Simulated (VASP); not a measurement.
Li2S, 3 atoms in the cell. The structure is cubic, space group Fm-3m (No. 225). Conventional cell: a = 5.791 Å, b = 5.791 Å, c = 5.791 Å, α = 90.00°, β = 90.00°, γ = 90.00°. Li (site symmetry -43m) has 4 S at 2.51 Å and 6 Li at 2.90 Å within 3.3 Å. S (site symmetry m-3m) has 8 Li at 2.51 Å within 3.3 Å. 

| Quantity | Value |
| --- | --- |
| Program | VASP 6.6.1 |
| Task | single point |
| Functional | r2SCAN |
| Potentials or basis | VASP PAW PBE potentials, release 64 (Li_sv, S) |
| Cutoff | 830 eV |
| k mesh | 8 × 8 × 8 |
| Occupations | gaussian, width 0.01 eV |
| Spin | no spin polarisation |
| Dipole correction | no |
| Further INCAR settings | ALGO = Normal; EDIFF = 1e-06; NBANDS = 13 |

Potentials or basis: VASP PAW PBE potentials, release 64 (Li_sv, S).

The run is started by

```sh
$ cat potpaw_PBE.64/Li_sv/POTCAR potpaw_PBE.64/S/POTCAR > POTCAR
$ cp INCAR.step1 INCAR
$ mpirun -np 1 vasp_std > vasp.out
$ cp INCAR.step2 INCAR
$ mpirun -np 1 vasp_std > vasp.out
```

Hardware: 1 thread of Oxide Virtual Turin-like Processor, with other jobs on the host.

Q: Estimate the wall time of this run.

A: Wall time 7.4 min on 1 thread of Oxide Virtual Turin-like Processor, with other jobs on the host, peak memory 0.22 GiB. Counts: k points 29.
